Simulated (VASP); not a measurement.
The system is BeTe.

```
CELL_PARAMETERS angstrom
0.00000 2.82862 2.85691
2.82862 0.00000 2.85691
2.82862 2.82862 0.00000
ATOMIC_POSITIONS crystal
Be 0.00000 0.00000 0.00000
Te 0.25000 0.25000 0.25000
```

This cell differs from its parent crystal: uniaxial z strain +1.0%.

Program: VASP 6.6.1. Alike in all runs: task single point; potentials or basis VASP PAW PBE potentials, release 64 (Be, Te); no spin polarisation; cell as given; cutoff (eV) 520; smearing gaussian 0.01 eV.

Question: Order these runs on this cell by their band gap on the k mesh, lowest first.
A. level r2SCAN; k mesh 8 × 8 × 8
B. level PBE; k mesh 4 × 4 × 4
C. level HSE06; k mesh 6 × 6 × 6; grid for exact exchange (PRECFOCK) Normal; share of exact exchange 0.25; screening parameter 0.2079 1/Å

Answer: B (1.98 eV), A (2.35 eV), C (2.66 eV).

Caveats: some runs use coarse meshes; spin-orbit coupling is left out, which moves the levels of the heavy elements.

A k mesh can miss the band edges.
